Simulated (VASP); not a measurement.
A run of VASP 6.6.1 is set up as follows.

The input INCAR:

```
SYSTEM = Rh
PREC = Accurate ; ENCUT = 520
EDIFF = 1E-6 ; ISMEAR = 0
SIGMA = 0.15 ; LREAL = .False.
LASPH = .True. ; NELM = 100
ALGO = Fast ; ISIF = 2
LWAVE = .False. ; LCHARG = .True.
GGA = PS ; LELF = .True.
LVHAR = .True. ; NBANDS = 14
```

Contents of KPOINTS:

```
regular mesh
0
Gamma
  22 22 22
  0 0 0
```

File POSCAR:

```
Rh
1.0
    0.0000000000      1.9348271250      1.9015500000
    1.9015500000      0.0000000000      1.9015500000
    1.9015500000      1.9348271250      0.0000000000
Rh
1
Direct
    0.0000000000      0.0000000000      0.0000000000
```

Potentials or basis: VASP PAW PBE potentials, release 64 (Rh_pv).

Command:

```sh
$ cat potpaw_PBE.64/Rh_pv/POTCAR > POTCAR
$ mpirun -np 1 vasp_std > vasp.out
```

(1) Predict the band gap on the k mesh.

(2) What does it give for the pressure?

Results:

(1) zero (an odd number of electrons rules out a gap without spin polarisation).

(2) -9.6 GPa.

Caveat: the cell differs from its parent crystal (strain +0.0175 x Voigt [0, 1, 0, 0, 0, 0]); the cell stands under tension; the PAW data sets were made with another functional, which shifts forces and pressure a little.
